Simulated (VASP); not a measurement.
Here is a VASP 6.6.1 calculation.

File INCAR:

```
ALGO     = Normal         # electronic algorithm
EDIFF    = 1E-7           # SCF threshold, eV
ENCUT    = 520            # plane-wave cutoff, eV
GGA      = PE             # functional
ISIF     = 2              # what is computed and relaxed
ISMEAR   = 0              # smearing method
LASPH    = T              # aspherical terms in the spheres
LCHARG   = F              # write CHGCAR
LREAL    = F              # projectors in reciprocal space
LWAVE    = F              # write WAVECAR
NBANDS   = 66             # bands
NELM     = 60             # most SCF steps
PREC     = Accurate       # precision mode
SIGMA    = 0.02           # smearing width, eV
```

Contents of KPOINTS:

```
k-points
0
Gamma
  12 12 2
```

Contents of POSCAR:

```
GaN
1.0
    3.2168423278      0.0000000289      0.0000000000
   -1.6084211889      2.7858671615      0.0000000000
    0.0000000000      0.0000000000     15.7475143000
Ga N
6 6
Direct
    0.0000000000      0.0000000000      0.1875310000
    0.0000000000      0.0000000000      0.6875310000
    0.3333333333      0.6666666667      0.5207130000
    0.6666666667      0.3333333333      0.0207130000
    0.3333333333      0.6666666667      0.8539850000
    0.6666666667      0.3333333333      0.3539850000
    0.0000000000      0.0000000000      0.3126460000
    0.0000000000      0.0000000000      0.8126460000
    0.3333333333      0.6666666667      0.9792100000
    0.6666666667      0.3333333333      0.4792100000
    0.3333333333      0.6666666667      0.6459160000
    0.6666666667      0.3333333333      0.1459160000
```

Potentials or basis: VASP PAW PBE potentials, release 64 (Ga_d, N).

Command:

```sh
$ cat potpaw_PBE.64/Ga_d/POTCAR potpaw_PBE.64/N/POTCAR > POTCAR
$ mpirun -np 1 vasp_std > vasp.out
```

Problem. Predict the pressure.

Solution. 0.1 GPa.

Problem. What does it give for the band gap on the k mesh?

Solution. 1.60 eV.
